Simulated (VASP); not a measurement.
Set up this calculation in VASP 6.6.1, as the native input.

```yaml
Task: single point
Functional: PBEsol
Potentials_or_basis: VASP PAW PBE potentials, release 64 (Cu)
Cutoff: 520 eV
k_mesh: 24 × 24 × 6
Occupations: gaussian, width 0.1 eV
Spin: no spin polarisation
Dipole_correction: no
Further_INCAR_settings: ALGO = Fast; EDIFF = 1e-06; NBANDS = 30
```

The structure of Cu lies in POSCAR:

```
Cu
1.0
    2.4914506962      0.0000000000      0.0000000000
   -1.2457253481      2.1576595952      0.0000000000
    0.0000000000      0.0000000000      8.6058412446
Cu
4
Direct
    0.0000000000      0.0000000000      0.0000000000
    0.3333333331      0.6666666669      0.2500000000
    0.0000000000      0.0000000000      0.5000000000
    0.6666666669      0.3333333331      0.7500000000
```

This cell differs from its parent crystal: uniaxial strain along c: +4.5 %.

One way to write it, as run:

INCAR

```
PREC = Accurate ; ENCUT = 520
EDIFF = 1E-6 ; ISMEAR = 0
SIGMA = 0.1 ; LREAL = False
LASPH = True ; NELM = 80
ALGO = Fast ; ISIF = 2
LWAVE = False ; LCHARG = True
GGA = PS ; LELF = True
LVHAR = True ; NBANDS = 30
```

KPOINTS

```
regular mesh
0
Gamma
  24 24 6
```

Potentials or basis: VASP PAW PBE potentials, release 64 (Cu).

Run with:

```sh
$ cat potpaw_PBE.64/Cu/POTCAR > POTCAR
$ mpirun -np 1 vasp_std > vasp.out
```

It gave:

The pressure is -2.2 GPa. The band gap on the k mesh is zero (band 22 reaches 11.38 eV, above the bottom of band 23 at 5.86 eV).

Caveat: the cell differs from its parent crystal (uniaxial strain along c: +4.5 %); the PAW data sets were made with another functional, which shifts forces and pressure a little.

Run time: 5.1 min on 1 thread of Intel(R) Xeon(R) Platinum 8259CL CPU @ 2.50GHz (Skylake/Cascade Lake), on a shared host, peak memory 0.35 GiB.
